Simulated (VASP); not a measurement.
# W3C in VASP: notebook

The runs below take W3C through single point, with PBE.

Program: VASP 6.6.1. These are calculated values, not measurements. Logs are shortened: lines on timing, memory, paths and dates and some standing lists are left out, and cuts for length are marked.

## Step 1: The cell of the first run

The cell holds a slab with vacuum, 4 atoms: a = 2.855 Å, b = 2.855 Å, c = 21.697 Å, α = 90.00°, β = 90.00°, γ = 120.00°.

## Step 2: Single point, PBE

The input, INCAR:

```
  ALGO = Normal
  DIPOL = 0.5 0.5 0.353
  EDIFF = 1E-7
  ENCUT = 520
  GGA = PE
  IDIPOL = 3
  ISIF = 2
  ISMEAR = 0
  LASPH = True
  LCHARG = False
  LDIPOL = True
  LREAL = False
  LWAVE = False
  NBANDS = 31
  NELM = 60
  PREC = Accurate
  SIGMA = 0.1
```

The input, KPOINTS:

```
k-points
0
Gamma
  9 9 1
```

The input, POSCAR:

```
W3C
1.0
    2.8545944806      0.0000000000      0.0000000000
   -1.4272972403      2.4721513377      0.0000000000
    0.0000000000      0.0000000000     21.6971108210
W C
3 1
Direct
    0.6666666667      0.3333333333      0.1843563428
    0.3333333333      0.6666666667      0.2926027619
    0.0000000000      0.0000000000      0.4008418859
    0.2222222222     -0.2222222222      0.5358829070
```

Potentials or basis: VASP PAW PBE potentials, release 64 (W_sv, C).

Started as:

```console
> cat potpaw_PBE.64/W_sv/POTCAR potpaw_PBE.64/C/POTCAR > POTCAR
> mpirun -np 1 vasp_std > vasp.out
```

OUTCAR:

```text
EDIFF = 1E-7
   ENCUT = 520
   GGA = PE
   ISIF = 2
   ISMEAR = 0
   LASPH = True
   LREAL = False
   NELM = 60
   PREC = Accurate

 ion  position               nearest neighbor table
   1  0.667  0.333  0.184-   2 2.87   2 2.87   2 2.87
   2  0.333  0.667  0.293-   3 2.87   3 2.87   3 2.87   1 2.87   1 2.87   1 2.87
   3  0.000  0.000  0.401-   2 2.87   2 2.87   2 2.87
   4  0.222  0.778  0.536-

  LATTYP: Found a hexagonal cell.
 ALAT       =     2.8545944806
 C/A-ratio  =     7.6007681541

  Lattice vectors:

 A1 = (   2.8545944806,   0.0000000000,   0.0000000000)
 A2 = (  -1.4272972403,   2.4721513377,   0.0000000000)
 A3 = (   0.0000000000,   0.0000000000,  21.6971108210)

Analysis of symmetry for initial positions (statically):
=====================================================================
 Subroutine PRICEL returns:
 Original cell was already a primitive cell.

 Routine SETGRP: Setting up the symmetry group for a
 hexagonal supercell.

 Subroutine GETGRP returns: Found  2 space group operations
 (whereof  2 operations were pure point group operations)
 out of a pool of 24 trial point group operations.

The static configuration has the point symmetry C_1h.

Analysis of symmetry for dynamics (positions and initial velocities):
=====================================================================
 Subroutine PRICEL returns:
 Original cell was already a primitive cell.

 Routine SETGRP: Setting up the symmetry group for a
 hexagonal supercell.

 Subroutine GETGRP returns: Found  2 space group operations
 (whereof  2 operations were pure point group operations)
 out of a pool of 24 trial point group operations.

The dynamic configuration has the point symmetry C_1h.

 Subroutine INISYM returns: Found  2 space group operations
 (whereof  2 operations are pure point group operations),
 and found     1 'primitive' translations

----------------------------------------------------------------------------------------

                                     Primitive cell

  volume of cell :     153.1163

  direct lattice vectors                    reciprocal lattice vectors
     2.854594481  0.000000000  0.000000000     0.350312455  0.202252990  0.000000000
    -1.427297240  2.472151338  0.000000000     0.000000000  0.404505980  0.000000000
     0.000000000  0.000000000 21.697110821     0.000000000  0.000000000  0.046089086

[... 92 lines left out ...]
   ISIF   =      2    stress and relaxation
   ISYM   =      2    0-nonsym 1-usesym 2-fastsym
   POTIM  = 0.5000    time-step for ionic-motion
   TEBEG  =    0.0;   TEEND  =   0.0 temperature during run
   PSTRESS=    0.0 pullay stress
   NELECT =      46.0000    total number of electrons
   NUPDOWN=      -1.0000    fix difference up-down
   EMIN   =  10.00;   EMAX   =-10.00  energy-range for DOS
   EFERMI =   0.00;   METHOD = LEGACY
   ISMEAR =     0;   SIGMA  =   0.10  broadening in eV -4-tet -1-fermi 0-gaus
   EFERMI_NEDOS =   21; number of points for ismear=-14 and -15
   IALGO  =     38    algorithm
   IMIX   =      4    mixing-type and parameters
     AMIX     =   0.40;   BMIX     =  1.00
     AMIX_MAG =   1.60;   BMIX_MAG =  1.00
  volume/ion in A,a.u.               =      38.28       258.32
  Fermi-wavevector in a.u.,A,eV,Ry     =   1.096445  2.071981 16.356820  1.202192
  Thomas-Fermi vector in A             =   2.232787
   LORBIT       =      0    0 simple, 1 ext, 2 COOP (PROOUT), +10 PAW based schemes
   GGA     = PE    functional components
   LHFCALC =     F    Hartree Fock is set to
   AEXX    =    0.0000 exact exchange contribution
   IVDW    =     0    specifies the selected vdW correction
   LEPSILON=     F    determine dielectric tensor
   LRPA    =     F    only Hartree local field effects (RPA)
 non-spin polarized calculation
 Gauss-broadening in eV      SIGMA  =   0.10
  energy-cutoff  :      520.00
  volume of cell :      153.12
 maximum number of plane-waves:      4147
 NGX is ok and might be reduce to    24
   NGX = 11   NGY = 11   NGZ = 81

 dipolmoment           0.000000      0.000000     -0.254977 electrons x Angstroem

 number of electron      45.9999997 magnetization

 dipolmoment           0.000000      0.000000      0.041768 electrons x Angstroem

 Free energy of the ion-electron system (eV)
  ---------------------------------------------------
  ext. energy  EPLUGINS =         0.00000000
  ---------------------------------------------------
  free energy    TOTEN  =       -38.50927386 eV

  energy without entropy =      -38.48090592  energy(sigma->0) =      -38.49508989

 E-fermi :   0.2692     XC(G=0):  -6.2341

 val. band max:        0.2557583986   @ k =   0.1111   0.1111   0.0000
 cond. band min:       0.3433028261   @ k =   0.0000   0.0000   0.0000
 fundamental gap:      0.0875444275
 Fermi energy:         0.2692260132

 k-point     1 :       0.0000    0.0000    0.0000
  band No.  band energies     occupation
      1     -73.6548      2.00000
      2     -73.4652      2.00000
      3     -73.4093      2.00000
      4     -38.1885      2.00000
      5     -37.8542      2.00000
      6     -37.3869      2.00000
[... 805 lines left out ...]
     30       3.6514      0.00000
     31       4.7930      0.00000

 [... further k-points ...]

------------------------ aborting loop because EDIFF is reached ----------------------------------------

 vacuum level on the upper side and lower side of the slab       (xc-potential included)         0.504        -0.587

  FORCE on cell =-STRESS in cart. coord.  units (eV):
  Direction    XX          YY          ZZ          XY          YZ          ZX
  --------------------------------------------------------------------------------------
  -------------------------------------------------------------------------------------
  Total       -9.3628035     -9.0590767     -4.4421375      0.2630352      0.0066228     -0.0114710
  in kB      -97.9704515    -94.7923161    -46.4816138      2.7523460      0.0692997     -0.1200298
  external PRESSURE =     -79.7481271 kB  Pullay stress =       0.0000000 kB

 VOLUME and BASIS-vectors are now :
 -----------------------------------------------------------------------------
  energy-cutoff  :      520.00
  volume of cell :      153.12
      direct lattice vectors                 reciprocal lattice vectors
     2.854594481  0.000000000  0.000000000     0.350312455  0.202252990  0.000000000
    -1.427297240  2.472151338  0.000000000     0.000000000  0.404505980  0.000000000
     0.000000000  0.000000000 21.697110821     0.000000000  0.000000000  0.046089086

 POSITION                                       TOTAL-FORCE (eV/Angst)
 -----------------------------------------------------------------------------------
      1.42730      0.82405      4.00000         0.025412     -0.014671     -0.046855
     -0.00000      1.64810      6.34863         0.018748     -0.010824      0.004309
      0.00000      0.00000      8.69711        -0.096085      0.055475      1.617329
     -0.47577      1.92278     11.62711         0.051925     -0.029979     -1.574783
 -----------------------------------------------------------------------------------
    total drift:                               -0.000038      0.000022     -0.000639

  FREE ENERGIE OF THE ION-ELECTRON SYSTEM (eV)
  ---------------------------------------------------
  free  energy   TOTEN  =       -38.5092738579 eV

  energy  without entropy=      -38.4809059235  energy(sigma->0) =      -38.49508989

 vacuum level on the upper side and lower side of the slab         6.414         5.279
```

Wall time 2.4 min (1 thread of Intel Xeon 6975P-C (Granite Rapids), shared host); peak memory 0.34 GiB.

Results:

```
Free energy            : -38.5093 eV
Largest force          : 1.621 eV/Å
Band gap on the k mesh : zero (band 23 reaches 0.51 eV, above the bottom of band 24 at -0.36 eV)
```

Forces on the atoms (eV/Å):
```
W    0.025 -0.015 -0.047
W    0.019 -0.011  0.004
W   -0.096  0.055  1.617
C    0.052 -0.030 -1.575
```

Levels at points of the mesh, in eV from the Fermi level:
```csv
k point,band 19,band 20,band 21,band 22,band 23,band 24,band 25,band 26,band 27,band 28
"(0.00, 0.00, 0.00)",-1.02,-0.50,-0.50,-0.20,-0.19,0.07,0.08,0.19,2.37,2.38
```

Caveat: spin-orbit coupling is left out, which moves the levels of the heavy elements.

## Step 3: Single point, PBE

The input, INCAR:

```
SYSTEM = W3C
  PREC = Accurate
  ENCUT = 520
  EDIFF = 1E-6
  ISMEAR = 0
  SIGMA = 0.1
  LREAL = .FALSE.
  LASPH = .TRUE.
  NELM = 60
  ALGO = Normal
  ISIF = 2
  LWAVE = .FALSE.
  LCHARG = .FALSE.
  LDIPOL = .TRUE.
  IDIPOL = 3
  DIPOL = 0.5 0.5 0.367
  GGA = PE
  NBANDS = 31
```

The input, KPOINTS:

```
Automatic mesh
0
G
  9 9 1
  0 0 0
```

POSCAR: that of step 2 with these lines changed.

```diff
@@ -11,2 +11,2 @@
     0.0000000000      0.0000000000      0.4008418859
-    0.2222222222     -0.2222222222      0.5358829070
+    0.2222222222     -0.2222222222      0.5911898099
```

Potentials or basis: VASP PAW PBE potentials, release 64 (W_sv, C).

Started as:

```console
> cat potpaw_PBE.64/W_sv/POTCAR potpaw_PBE.64/C/POTCAR > POTCAR
> mpirun -np 1 vasp_std > vasp.out
```

OUTCAR:

```text
SYSTEM = W3C
   PREC = Accurate
   ENCUT = 520
   EDIFF = 1E-6
   ISMEAR = 0
   LREAL = .FALSE.
   LASPH = .TRUE.
   NELM = 60
   ISIF = 2
   GGA = PE

 ion  position               nearest neighbor table
   1  0.667  0.333  0.184-   2 2.87   2 2.87   2 2.87
   2  0.333  0.667  0.293-   3 2.87   3 2.87   3 2.87   1 2.87   1 2.87   1 2.87
   3  0.000  0.000  0.401-   2 2.87   2 2.87   2 2.87
   4  0.222  0.778  0.591-

  LATTYP: Found a hexagonal cell.
 ALAT       =     2.8545944806
 C/A-ratio  =     7.6007681541

  Lattice vectors:

 A1 = (   2.8545944806,   0.0000000000,   0.0000000000)
 A2 = (  -1.4272972403,   2.4721513377,   0.0000000000)
 A3 = (   0.0000000000,   0.0000000000,  21.6971108210)

Analysis of symmetry for initial positions (statically):
=====================================================================
 Subroutine PRICEL returns:
 Original cell was already a primitive cell.

 Routine SETGRP: Setting up the symmetry group for a
 hexagonal supercell.

 Subroutine GETGRP returns: Found  2 space group operations
 (whereof  2 operations were pure point group operations)
[... 177 lines left out ...]
 Fermi energy:         0.3489061496

 k-point     1 :       0.0000    0.0000    0.0000
  band No.  band energies     occupation
      1     -73.4328      2.00000
      2     -73.3875      2.00000
      3     -73.3392      2.00000
      4     -38.0642      2.00000
      5     -37.7129      2.00000
      6     -37.2961      2.00000
[... 805 lines left out ...]
     30       3.6219      0.00000
     31       4.8384      0.00000

 [... further k-points ...]

------------------------ aborting loop because EDIFF is reached ----------------------------------------

 vacuum level on the upper side and lower side of the slab       (xc-potential included)         0.120        -0.662

  FORCE on cell =-STRESS in cart. coord.  units (eV):
  Direction    XX          YY          ZZ          XY          YZ          ZX
  --------------------------------------------------------------------------------------
  -------------------------------------------------------------------------------------
  Total      -10.4464248    -10.4259134     -0.6872190      0.0177634     -0.0075610      0.0130962
  in kB     -109.3092417   -109.0946150     -7.1909186      0.1858722     -0.0791172      0.1370356
  external PRESSURE =     -75.1982585 kB  Pullay stress =       0.0000000 kB

 VOLUME and BASIS-vectors are now :
 -----------------------------------------------------------------------------
  energy-cutoff  :      520.00
  volume of cell :      153.12
      direct lattice vectors                 reciprocal lattice vectors
     2.854594481  0.000000000  0.000000000     0.350312455  0.202252990  0.000000000
    -1.427297240  2.472151338  0.000000000     0.000000000  0.404505980  0.000000000
     0.000000000  0.000000000 21.697110821     0.000000000  0.000000000  0.046089086

 POSITION                                       TOTAL-FORCE (eV/Angst)
 -----------------------------------------------------------------------------------
      1.42730      0.82405      4.00000         0.002141     -0.001236     -0.114181
     -0.00000      1.64810      6.34863         0.000658     -0.000380      0.099335
      0.00000      0.00000      8.69711        -0.008800      0.005081      0.239804
     -0.47577      1.92278     12.82711         0.006002     -0.003465     -0.224958
 -----------------------------------------------------------------------------------
    total drift:                                0.000009     -0.000005     -0.000606

  FREE ENERGIE OF THE ION-ELECTRON SYSTEM (eV)
  ---------------------------------------------------
  free  energy   TOTEN  =       -37.5931248236 eV

  energy  without entropy=      -37.5496726722  energy(sigma->0) =      -37.57139875

 vacuum level on the upper side and lower side of the slab         6.082         5.280
```

stdout:

```text
POSCAR found type information on POSCAR W C
 POSCAR found :  2 types and       4 ions
 scaLAPACK will be used
 LDA part: xc-table for (Slater+PW92), standard interpolation
 POSCAR, INCAR and KPOINTS ok, starting setup
 FFT: planning ... GRIDC
 FFT: planning ... GRID_SOFT
 FFT: planning ... GRID
 WAVECAR not read
 entering main loop
```

Run time: 3.5 min. Hardware: 1 thread of Intel Xeon 6975P-C (Granite Rapids), shared host; peak memory 0.34 GiB.

What came out:

| Item | Value |
| --- | --- |
| Free energy | -37.5931 eV |
| Largest force | 0.240 eV/Å |
| Band gap on the k mesh | zero (band 23 reaches 0.87 eV, above the bottom of band 24 at -0.35 eV) |

Forces in eV/Å, atoms in the order of the input:
```
W    0.002 -0.001 -0.114
W    0.001  0.000  0.099
W   -0.009  0.005  0.240
C    0.006 -0.003 -0.225
```

Caveat: spin-orbit coupling is left out, which moves the levels of the heavy elements.

(Continued in part 2 of 2.)
